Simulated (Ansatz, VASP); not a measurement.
One calculation of Be3Te4, two programs

```
CELL_PARAMETERS angstrom
7.15314 0.00000 0.00000
0.00000 7.15314 0.00000
0.00000 0.00000 4.14062
ATOMIC_POSITIONS crystal
Be 0.50000 0.50000 0.50000
Be 0.00000 0.50000 0.50353
Be 0.50000 0.00000 0.49647
Te 0.73728 0.73728 0.50000
Te 0.26272 0.26272 0.50000
Te 0.73728 0.26272 0.50000
Te 0.26272 0.73728 0.50000
```

Alike in both runs: functional PBE; k mesh 3 × 3 × 4; occupations gaussian, width 0.2 eV; no spin polarisation.

Ansatz relaxed the structure, and its values are those at the end. VASP's run is a single point on that final structure, the one shown.

|  | VASP | Ansatz |
| --- | --- | --- |
| version | VASP 6.6.1 | Ansatz 0.2.0 |
| potentials or method | VASP PAW PBE potentials, release 64 (Be, Te), cutoff 600 eV | scalar-relativistic, plane waves, PAW |
| valence electrons in the cell | 30 | 70 |

```csv
,VASP,Ansatz,Ansatz less VASP
gap on the k mesh at the Fermi level (eV),none,none,-
pressure (GPa),0.2,0.1,-0.07
rms of the force components (eV/Å),0.031,0.026,-0.0043
```

A gap of «none» marks a metal or a gap that the smearing closes. VASP's potentials hold 30 valence electrons a cell and Ansatz's 70, so a difference there can come from the potentials and not from the codes.

The k mesh is coarse, so the values compare programs but aren't converged. Neither program's run includes spin-orbit coupling.
